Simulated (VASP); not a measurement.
# GaAs (P-6m2) in VASP: further runs, part 2 of 2

VASP 6.6.1. Earlier steps stand in the parts before.

**3. Single point, PBE**

File INCAR:

```
SYSTEM = GaAs
PREC     = Accurate       ! precision mode
ENCUT    = 520            ! plane-wave cutoff, eV
EDIFF    = 1E-6           ! SCF threshold, eV
ISMEAR   = 0              ! smearing method
SIGMA    = 0.020999999999999998 ! smearing width, eV
LREAL    = .False.        ! projectors in reciprocal space
LASPH    = .True.         ! aspherical terms in the spheres
NELM     = 80             ! most SCF steps
ALGO     = Normal         ! electronic algorithm
ISIF     = 2              ! what is computed and relaxed
LWAVE    = .False.        ! write WAVECAR
LCHARG   = .False.        ! write CHGCAR
GGA      = PE             ! functional
NBANDS   = 16             ! bands
```

File KPOINTS:

```
Automatic mesh
0
Gamma
  9 9 8
  0 0 0
```

File POSCAR:

```
GaAs
1.0
    3.6064012100      0.0000000000      0.0000000000
   -1.8032006000      3.1232350600      0.0000000000
    0.0000000000      0.0000000000      3.5731941600
Ga As
1 1
Direct
    0.3333333300      0.6666666700      0.5000000000
    0.0000000000      0.0000000000      0.0000000000
```

Potentials or basis: VASP PAW PBE potentials, release 64 (Ga_d, As).

On the command line:

```console
$ cat potpaw_PBE.64/Ga_d/POTCAR potpaw_PBE.64/As/POTCAR > POTCAR
$ mpirun -np 1 vasp_std > vasp.out
```

OUTCAR:

```text
SYSTEM = GaAs
   PREC = Accurate
   ENCUT = 520
   EDIFF = 1E-6
   ISMEAR = 0
   LREAL = .False.
   LASPH = .True.
   NELM = 80
   ISIF = 2
   GGA = PE

 ion  position               nearest neighbor table
   1  0.333  0.667  0.500-   2 2.74   2 2.74   2 2.74   2 2.74   2 2.74   2 2.74
   2  0.000  0.000  0.000-   1 2.74   1 2.74   1 2.74   1 2.74   1 2.74   1 2.74

  LATTYP: Found a hexagonal cell.
 ALAT       =     3.6064012100
 C/A-ratio  =     0.9907921920

  Lattice vectors:

 A1 = (   3.6064012100,   0.0000000000,   0.0000000000)
 A2 = (  -1.8032006000,   3.1232350600,   0.0000000000)
[... 627 lines left out ...]
      5      -9.6139      2.00000
      6      -5.3095      2.00000
[... 8 lines left out ...]
     15      16.0005      0.00000
     16      16.0231      0.00000

 [... further k-points ...]
[... 5 lines left out ...]
  --------------------------------------------------------------------------------------
  -------------------------------------------------------------------------------------
  Total        0.2008702      0.2008702     -0.6180312      0.0000000      0.0000000      0.0000000
  in kB        7.9963297      7.9963297    -24.6028652      0.0000000      0.0000000      0.0000000
  external PRESSURE =      -2.8700686 kB  Pullay stress =       0.0000000 kB

 VOLUME and BASIS-vectors are now :
 -----------------------------------------------------------------------------
  energy-cutoff  :      520.00
  volume of cell :       40.25
      direct lattice vectors                 reciprocal lattice vectors
     3.606401210  0.000000000  0.000000000     0.277284734  0.160090416  0.000000000
    -1.803200600  3.123235060  0.000000000     0.000000000  0.320180832  0.000000000
     0.000000000  0.000000000  3.573194160     0.000000000  0.000000000  0.279861646

 POSITION                                       TOTAL-FORCE (eV/Angst)
 -----------------------------------------------------------------------------------
     -0.00000      2.08216      1.78660         0.000000     -0.000000      0.000000
      0.00000      0.00000      0.00000        -0.000000      0.000000      0.000000
 -----------------------------------------------------------------------------------
    total drift:                                0.000008     -0.000005      0.000000

  FREE ENERGIE OF THE ION-ELECTRON SYSTEM (eV)
  ---------------------------------------------------
  free  energy   TOTEN  =        -7.3979216589 eV

  energy  without entropy=       -7.3975423879  energy(sigma->0) =       -7.39773202
```

It took 39 s on 1 thread of Intel Xeon 8259CL, shared host; peak memory 0.18 GiB.

What came out:

```yaml
Free_energy: -7.3979 eV
Pressure: -0.3 GPa
Band_gap_on_the_k_mesh: zero (bands 9 and 10 overlap by 3.95 eV)
```

**4. Single point, PBE**

File INCAR:

```
SYSTEM = GaAs
ALGO     = Normal         ! electronic algorithm
EDIFF    = 1E-6           ! SCF threshold, eV
ENCUT    = 520            ! plane-wave cutoff, eV
GGA      = PE             ! functional
ISIF     = 2              ! what is computed and relaxed
ISMEAR   = 0              ! smearing method
LASPH    = .TRUE.         ! aspherical terms in the spheres
LCHARG   = .TRUE.         ! write CHGCAR
LELF     = .TRUE.         ! ELF
LREAL    = .FALSE.        ! projectors in reciprocal space
LVHAR    = .TRUE.       
LWAVE    = .FALSE.        ! write WAVECAR
NBANDS   = 16             ! bands
NELM     = 80             ! most SCF steps
PREC     = Accurate       ! precision mode
SIGMA    = 0.022          ! smearing width, eV
```

File KPOINTS:

```
k-points
0
G
  9 9 8
  0 0 0
```

POSCAR is that of step 3.

On the command line:

```console
$ cat potpaw_PBE.64/Ga_d/POTCAR potpaw_PBE.64/As/POTCAR > POTCAR
$ mpirun -np 1 vasp_std > vasp.out
```

Wall time 38 s (1 thread of Intel Xeon 8259CL, shared host); peak memory 0.18 GiB.

It converged, with:

| Item | Value |
| --- | --- |
| Free energy | -7.3979 eV |
| Pressure | -0.3 GPa |
| Band gap on the k mesh | zero (bands 9 and 10 overlap by 3.95 eV) |

Stress tensor (GPa, compression positive):
```
 0.80  0.00  0.00
 0.00  0.80  0.00
 0.00  0.00 -2.46
```

Levels at points of the mesh, in eV from the Fermi level:
```
           k point  band 7  band 8  band 9  band 10  band 11  band 12
(0.00, 0.00, 0.00)   -1.58   -1.43    0.50     0.50     5.23     5.23
(0.00, 0.00, 0.50)   -8.24    1.67    1.67     4.53     4.99     5.66
```

**5. Single point, PBE**

File INCAR:

```
PREC = Accurate
ENCUT = 520
EDIFF = 1E-7
ISMEAR = 0
SIGMA = 0.023
LREAL = F
LASPH = T
NELM = 100
ALGO = Normal
ISIF = 2
LWAVE = F
LCHARG = F
GGA = PE
NBANDS = 16
```

File KPOINTS:

```
regular mesh
0
Gamma
  9 9 8
```

POSCAR is that of step 4.

On the command line:

```console
$ cat potpaw_PBE.64/Ga_d/POTCAR potpaw_PBE.64/As/POTCAR > POTCAR
$ mpirun -np 1 vasp_std > vasp.out
```

It took 51 s on 1 thread of Intel Xeon 8259CL, shared host; peak memory 0.18 GiB.

It converged, with:

| Property | Result |
| --- | --- |
| Free energy | -7.3980 eV |
| Pressure | -0.4 GPa |
| Band gap on the k mesh | zero (bands 9 and 10 overlap by 3.95 eV) |

Stress tensor (GPa, compression positive):
```
 0.68  0.00  0.00
 0.00  0.68  0.00
 0.00  0.00 -2.59
```

Levels at points of the mesh, in eV from the Fermi level:
```
           k point  band 5  band 6  band 7  band 8  band 9  band 10  band 11  band 12  band 13  band 14
(0.00, 0.00, 0.00)  -14.66  -13.04   -1.58   -1.43    0.50     0.50     5.23     5.23     5.25     9.02
(0.00, 0.00, 0.50)  -14.66  -11.41   -8.24    1.67    1.67     4.53     4.99     5.66     5.66     9.33
```

**6. Summary**

```tsv
smearing	gap on the mesh (eV)	pressure (GPa)
gaussian 0.02 eV	none	-0.4
gaussian 0.021 eV	none	-0.3
gaussian 0.022 eV	none	-0.3
gaussian 0.023 eV	none	-0.4
```

Alike in all rows: task single point; level PBE; potentials or basis VASP PAW PBE potentials, release 64 (Ga_d, As); no spin polarisation; cell as given; k mesh 9 × 9 × 8; cutoff (eV) 520.

Total energies depend on the potentials used, so only differences within one code and one set of settings carry meaning.
